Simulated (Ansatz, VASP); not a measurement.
Ni: VASP beside Ansatz

File INCAR:

```
SYSTEM = Ni
PREC = Accurate
ENCUT = 520
EDIFF = 1E-7
ISMEAR = 0
SIGMA = 0.05
LREAL = .FALSE.
LASPH = .TRUE.
NELM = 60
ALGO = Normal
ISIF = 2
LWAVE = .FALSE.
LCHARG = .FALSE.
GGA = PE
NBANDS = 11
```

File KPOINTS:

```
regular mesh
0
G
  22 22 22
  0 0 0
```

Contents of POSCAR:

```
Ni
1.0
    0.0000000000      1.7317073187      1.7317073187
    1.7317073187      0.0000000000      1.7317073187
    1.7317073187      1.7317073187      0.0000000000
Ni
1
Direct
    0.0000000000      0.0000000000      0.0000000000
```

Input for Ansatz:

```yaml
crystal:
  lattice:
    - [0.0, 1.7317073187, 1.7317073187]
    - [1.7317073187, 0.0, 1.7317073187]
    - [1.7317073187, 1.7317073187, 0.0]
  atoms:
    - { symbol: Ni, position: [0.0, 0.0, 0.0] }
basis:
  ecutwfc: 420
  ecutrho_ratio: 4
kpoints:
  mp_grid: { grid: [22, 22, 22] }
hamiltonian:
  xc: pbe
scf:
  occupations: { method: gaussian, width: 0.05 }
output:
  forces: true
  stress: true
  eigenvalues: true
```

Alike in both runs: task single point; functional PBE; k mesh 22 × 22 × 22; occupations gaussian, width 0.05 eV; no spin polarisation.

|  | VASP | Ansatz |
| --- | --- | --- |
| version | VASP 6.6.1 | Ansatz 0.2.0 |
| potentials or method | VASP PAW PBE potentials, release 64 (Ni), cutoff 520 eV | scalar-relativistic, plane waves, PAW |
| valence electrons in the cell | 10 | 18 |

```csv
,VASP,Ansatz,Ansatz less VASP
gap on the k mesh at the Fermi level (eV),none,none,-
pressure (GPa),9.1,9.2,+0.13
```

A gap of «none» marks a metal or a gap that the smearing closes. With one functional, cell and mesh, what is left measures potentials, basis and numerics. VASP's potentials hold 10 valence electrons a cell and Ansatz's 18, so a difference there can come from the potentials and not from the codes.
